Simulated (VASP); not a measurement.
Wanted: the native input for a VASP 6.6.1 run.

* Task: single point
* Functional: PBE
* Potentials or basis: VASP PAW PBE potentials, release 64 (Cs_sv, Rh_pv)
* Cutoff: 520 eV
* k mesh: 4 × 4 × 4
* Occupations: gaussian, width 0.1 eV
* Spin: no spin polarisation
* Dipole correction: no
* Further INCAR settings: ALGO = Fast; EDIFF = 1e-06; NBANDS = 48

The structure of CsRh2 lies in POSCAR:

```
CsRh2
1.0
    4.6524312273      0.0000000000      0.0000000000
    0.0000000000      4.6524312273      0.0000000000
    0.0000000000      0.0000000000      9.3751458328
Cs Rh
2 4
Direct
    0.0000000000      0.5000000000      0.7008742479
    0.5000000000      0.0000000000      0.2991257521
    0.0000000000      0.0000000000      0.0000000000
    0.5000000000      0.5000000000      0.0000000000
    0.0000000000      0.5000000000      0.0887988968
    0.5000000000      0.0000000000      0.9112011032
```

The input as run:

INCAR

```
SYSTEM = CsRh2
PREC = Accurate
ENCUT = 520
EDIFF = 1E-6
ISMEAR = 0
SIGMA = 0.1
LREAL = .False.
LASPH = .True.
NELM = 80
ALGO = Fast
ISIF = 2
LWAVE = .False.
LCHARG = .False.
GGA = PE
NBANDS = 48
```

KPOINTS

```
regular mesh
0
Gamma
  4 4 4
  0 0 0
```

Potentials or basis: VASP PAW PBE potentials, release 64 (Cs_sv, Rh_pv).

The run is started by

```bash
$ cat potpaw_PBE.64/Cs_sv/POTCAR potpaw_PBE.64/Rh_pv/POTCAR > POTCAR
$ mpirun -np 1 vasp_std > vasp.out
```

It gave:

```yaml
Pressure: 0.1 GPa
Largest_force: 0.013 eV/Å
Band_gap_on_the_k_mesh: zero (bands 39 and 40 overlap by 1.19 eV)
```

Caveat: spin-orbit coupling is left out, which moves the levels of the heavy elements.

Run time: 2.2 min on 1 thread of AMD EPYC 9R45 96-Core Processor (Zen 5), with other jobs on the host, peak memory 0.32 GiB.
